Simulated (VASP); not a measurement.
# H18CO9 in VASP: a series of runs, part 3 of 3

VASP 6.6.1. Earlier steps stand in the parts before.

## 5. Single point, r2SCAN

File POSCAR:

```
H18CO9
1.0
    6.7017590000      0.0000000000      0.0000000000
    0.0000000000      6.7017590000      0.0000000000
    0.0000000000      0.0000000000      6.7017590000
O H C
9 18 1
Direct
    0.4795009788      0.0225164766      0.7654855986
    0.4881255802      0.9107012055      0.3966570568
    0.0679075449      0.4979438980      0.1391127314
    0.3667395381      0.7365976604      1.0473220538
    0.1550040818      0.2153315271      0.8282900057
    0.8206949847      0.9721328386      0.9404396667
    0.7500120491      0.2039315350      0.2982351350
    0.1272800171      0.5128802752      0.5256381198
    0.7108730708      0.6043040342      0.8591177331
    0.4936166759     -0.0483753594      0.6438608133
    0.6074673828      0.0125191013      0.8362431415
    0.6014838791      0.9814139840      0.3498186073
    0.4466140904      0.8213813717      0.2921621025
    0.1593909897      0.6118095264      0.1146713870
    0.0686983820      0.4268580831      0.0167866377
    0.3783335092      0.8552978405      0.9508399213
    0.4621920902      0.6444278286      0.9803694821
    0.2792699648      0.1398289613      0.8128313776
    0.1491101068      0.3114555447      0.7186023848
    0.9227278988      1.0421890730      0.8630719189
    0.8396303120      0.8379591089      0.9180724046
    0.8226944598      0.3287345904      0.3021743993
    0.7227356281      0.1969184508      0.1570632427
    0.0691758686      0.6441741638      0.5051658826
    0.1163276686      0.4591928776      0.3968808786
    0.7778853283      0.5498407209      0.5651799774
    0.5863684445      0.3930908288      0.6976377396
    0.6924898374      0.5128802752      0.7042479445
```

File INCAR.step1:

```
SYSTEM = H18CO9
PREC = Accurate ; ENCUT = 520
ISMEAR = -1 ; SIGMA = 0.05
LREAL = Auto ; LASPH = .TRUE.
NELM = 60 ; NBANDS = 58
GGA = PE ; ALGO = Normal
EDIFF = 1E-4 ; LWAVE = .TRUE.
LCHARG = .FALSE.
```

File INCAR.step2:

```
SYSTEM = H18CO9
PREC = Accurate ; ENCUT = 520
EDIFF = 1E-6 ; ISMEAR = -1
SIGMA = 0.05 ; LREAL = Auto
LASPH = .TRUE. ; NELM = 60
ALGO = Normal ; ISIF = 2
LWAVE = .FALSE. ; LCHARG = .FALSE.
METAGGA = R2SCAN ; LMIXTAU = .TRUE.
NBANDS = 58 ; ISTART = 1
```

File KPOINTS:

```
Automatic mesh
0
G
  1 1 1
  0 0 0
```

Potentials or basis: VASP PAW PBE potentials, release 64 (O, H, C).

On the command line:

```
$ cat potpaw_PBE.64/O/POTCAR potpaw_PBE.64/H/POTCAR potpaw_PBE.64/C/POTCAR > POTCAR
$ cp INCAR.step1 INCAR
$ mpirun -np 1 vasp_gam > vasp.out
$ cp INCAR.step2 INCAR
$ mpirun -np 1 vasp_gam > vasp.out
```

OUTCAR:

```text
SYSTEM = H18CO9
   PREC = Accurate
   ENCUT = 520
   EDIFF = 1E-6
   ISMEAR = -1
   LREAL = Auto
   LASPH = .TRUE.
   NELM = 60
   ISIF = 2
   METAGGA = R2SCAN
   ISTART = 1

 ion  position               nearest neighbor table
   1  0.480  0.023  0.765-  10 0.95  11 0.98
   2  0.488  0.911  0.397-  12 0.95  13 0.96
   3  0.068  0.498  0.139-  15 0.95  14 0.99
[... 303 lines left out ...]
  -------------------------------------------------------------------------------------
  Total        2.4089917      4.1992969      5.2395594      1.1931003      5.4110592      1.0853149
  in kB       12.8226994     22.3522240     27.8893848      6.3506932     28.8022520      5.7769675
  external PRESSURE =      21.0214361 kB  Pullay stress =       0.0000000 kB

 VOLUME and BASIS-vectors are now :
 -----------------------------------------------------------------------------
  energy-cutoff  :      520.00
  volume of cell :      301.00
      direct lattice vectors                 reciprocal lattice vectors
     6.701759000  0.000000000  0.000000000     0.149214557  0.000000000  0.000000000
     0.000000000  6.701759000  0.000000000     0.000000000  0.149214557  0.000000000
     0.000000000  0.000000000  6.701759000     0.000000000  0.000000000  0.149214557

 POSITION                                       TOTAL-FORCE (eV/Angst)
 -----------------------------------------------------------------------------------
      3.21350      0.15090      5.13010        -0.372176      0.512189      1.790691
      3.27130      6.10330      2.65830        -0.563494     -0.647871      0.876731
      0.45510      3.33710      0.93230        -0.214622      1.063459      0.909997
      2.45780      4.93650      0.31714         0.819432      0.757746     -1.784671
      1.03880      1.44310      5.55100        -1.057319      0.535108     -0.119169
      5.50010      6.51500      6.30260        -0.024773      3.174369      0.159313
[... 20 lines left out ...]
      3.92970      2.63440      4.67540        -0.518173     -0.888306     -0.288097
      4.64090      3.43720      4.71970         0.210805      0.228061     -1.020981
 -----------------------------------------------------------------------------------
    total drift:                               -0.006085      0.001957     -0.003175

  FREE ENERGIE OF THE ION-ELECTRON SYSTEM (eV)
  ---------------------------------------------------
  free  energy   TOTEN  =      -149.7707336540 eV

  energy  without entropy=     -149.7707336539  energy(sigma->0) =     -149.77073365
```

OSZICAR.step1:

```text
N       E                     dE             d eps       ncg     rms          rms(c)
DAV:   1     0.592030021655E+03    0.59203E+03   -0.41939E+04   124   0.121E+03
DAV:   2    -0.946320069811E+02   -0.68666E+03   -0.66445E+03   142   0.298E+02
DAV:   3    -0.152151348734E+03   -0.57519E+02   -0.57165E+02   144   0.921E+01
DAV:   4    -0.153015001782E+03   -0.86365E+00   -0.86177E+00   144   0.125E+01
DAV:   5    -0.153030076287E+03   -0.15075E-01   -0.15067E-01   136   0.156E+00    0.232E+01
DAV:   6    -0.139346970500E+03    0.13683E+02   -0.42356E+01   136   0.264E+01    0.909E+00
DAV:   7    -0.138843325492E+03    0.50365E+00   -0.18006E+00   144   0.540E+00    0.558E+00
DAV:   8    -0.138610783289E+03    0.23254E+00   -0.50827E-01   128   0.332E+00    0.752E-01
DAV:   9    -0.138605493660E+03    0.52896E-02   -0.37414E-02   152   0.105E+00    0.348E-01
DAV:  10    -0.138610462701E+03   -0.49690E-02   -0.20657E-02   136   0.740E-01    0.216E-01
DAV:  11    -0.138610516536E+03   -0.53835E-04   -0.35790E-03   136   0.321E-01    0.893E-02
DAV:  12    -0.138610815464E+03   -0.29893E-03   -0.13466E-03   120   0.181E-01    0.489E-02
DAV:  13    -0.138610783913E+03    0.31552E-04   -0.12433E-04   112   0.861E-02
   1 F= -.13861078E+03 E0= -.13861078E+03  d E =-.831684E-10
```

Wall time 62 s (1 thread of AMD EPYC 9R45 (Zen 5), shared host); peak memory 0.32 GiB.

Results:

```
Free energy            : -149.7707 eV
Pressure               : 2.1 GPa
Largest force          : 3.178 eV/Å
Band gap on the k mesh : 4.18 eV
```

Forces in eV/Å, atoms in the order of the input:
```
O   -0.372  0.512  1.791
O   -0.563 -0.648  0.877
O   -0.215  1.063  0.910
O    0.819  0.758 -1.785
O   -1.057  0.535 -0.119
O   -0.025  3.174  0.159
O    0.057  0.694 -0.153
O   -0.095  1.133  1.899
O    0.295  0.220  0.396
H   -0.177 -0.626 -1.806
H    0.435  0.032  0.123
H    0.769  0.720 -0.303
H   -0.134 -0.226 -0.500
H   -0.190 -0.450 -0.044
H    0.236 -1.025 -0.769
H   -0.219 -1.073  1.007
H   -0.525  0.442  0.817
H    0.248  0.079 -0.192
H    0.109 -0.186  0.045
H    0.319  0.239  0.366
H    0.210 -2.980 -0.325
H    0.223 -0.059  0.241
H    0.016 -0.476 -0.168
H    0.372 -0.170  0.333
H    0.096 -0.948 -2.119
H   -0.325 -0.073  0.629
H   -0.518 -0.888 -0.288
C    0.211  0.228 -1.021
```

Stress tensor (GPa, compression positive):
```
1.28 0.64 0.58
0.64 2.24 2.88
0.58 2.88 2.79
```

Caveat: the k points lie up to 0.94 Å⁻¹ apart; the PAW data sets were made with another functional, which shifts forces and pressure a little.
